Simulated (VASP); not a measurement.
Wanted: the native input for a VASP 6.6.1 run.

- Task: single point
- Functional: PBE
- Potentials or basis: VASP PAW PBE potentials, release 64 (Al, H)
- Cutoff: 520 eV
- k mesh: 5 × 3 × 1
- Occupations: gaussian, width 0.1 eV
- Spin: no spin polarisation
- Dipole correction: yes
- Further INCAR settings: LREAL = Auto; ALGO = Normal; EDIFF = 1e-06; NBANDS = 44

The structure of Al9H lies in POSCAR:

```
Al9H
1.0
    5.7070863106      0.0000000000      0.0000000000
   -1.4267715776      9.7014842380      0.0000000000
    0.0000000000      0.0000000000     22.7903703519
Al H
18 2
Direct
    0.2662216041      0.0648864163      0.1755127248
    0.7662216041      0.0648864163      0.1755127248
    0.3354806058      0.3419224231      0.2192029854
    0.8354806058      0.3419224231      0.2192029854
    0.1493324061      0.5973296244      0.2279410375
    0.6493324061      0.5973296244      0.2279410375
    0.4631842064      0.8527368258      0.2366790896
    0.9631842065      0.8527368258      0.2366790896
    0.0319772093      0.1277109169      0.2808262502
    0.5319772093      0.1277109169      0.2808262502
    0.0997917601      0.4042231294      0.3301071124
    0.5997917601      0.4042231294      0.3301071124
    0.4144000537      0.6596656514      0.3369822081
    0.9144000537      0.6596656514      0.3369822081
    0.2263076916      0.9110819252      0.3449259130
    0.7263076916      0.9110819252      0.3449259130
    0.2962427243      0.1814072004      0.3857054631
    0.7962427243      0.1814072004      0.3857054631
    0.6062643800      0.3863895871      0.4616147166
    0.6062643800      0.4628746302      0.4616147166
```

The input as run:

INCAR

```
SYSTEM = Al9H
PREC = Accurate
ENCUT = 520
EDIFF = 1E-6
ISMEAR = 0
SIGMA = 0.1
LREAL = Auto
LASPH = .True.
NELM = 60
ALGO = Normal
ISIF = 2
LWAVE = .False.
LCHARG = .False.
LDIPOL = .True.
IDIPOL = 3
DIPOL = 0.5 0.5 0.300
GGA = PE
NBANDS = 44
```

KPOINTS

```
Automatic mesh
0
Gamma
  5 3 1
  0 0 0
```

Potentials or basis: VASP PAW PBE potentials, release 64 (Al, H).

Launch:

```console
$ cat potpaw_PBE.64/Al/POTCAR potpaw_PBE.64/H/POTCAR > POTCAR
$ mpirun -np 1 vasp_std > vasp.out
```

It gave:

The largest force is 0.267 eV/Å. The band gap on the k mesh is zero (bands 28 and 29 overlap by 0.73 eV).

Wall time 33 min on 1 thread of Intel Xeon 8259CL (shared host), peak memory 1.2 GiB.
